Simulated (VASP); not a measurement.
Crystal: MnS.

```
Mn S
1.0
     0.00000    5.60000    5.60000
     2.80000    0.00000    2.80000
     2.80000    2.80000    0.00000
Mn S
2 2
Cartesian
  0.0000 0.0000 0.0000
  0.0000 2.8000 2.8000
  1.4000 1.4000 1.4000
  1.4000 4.2000 4.2000
```

Base run:

| Item | Value |
| --- | --- |
| Program | VASP 6.6.1 |
| Functional | PBE |
| Potentials or basis | VASP PAW PBE potentials, release 64 (Mn_pv, S) |
| Cutoff | 520 eV |
| k mesh | 4 × 8 × 8 |
| Occupations | fermi-dirac, width 0.05 eV |
| Spin | no spin polarisation |
| Hubbard terms | Mn d U = 4.0 eV |

Its results: band gap on the k mesh zero (bands 19 and 20 overlap by 1.32 eV); pressure -14.3 GPa.

**Question.** The run is repeated on the same cell with these changes: spin from no spin polarisation to collinear spin, antiferromagnetic start; further incar settings from ALGO = Normal; EDIFF = 1e-06; NBANDS = 27 to ALGO = Normal; EDIFF = 1e-06; NBANDS = 31. What comes out?

**Answer.** Band gap on the k mesh 2.28 eV; pressure 3.7 GPa; net moment 0.00 μB per cell; site moments Mn +4.51, -4.51; S +0.01, -0.01 μB.

Caveats: the cell stands under tension (at least some runs); U without spin polarisation on a metal has little footing (at least some runs); the cell stands under pressure (at least some runs).

A k mesh can miss the band edges.
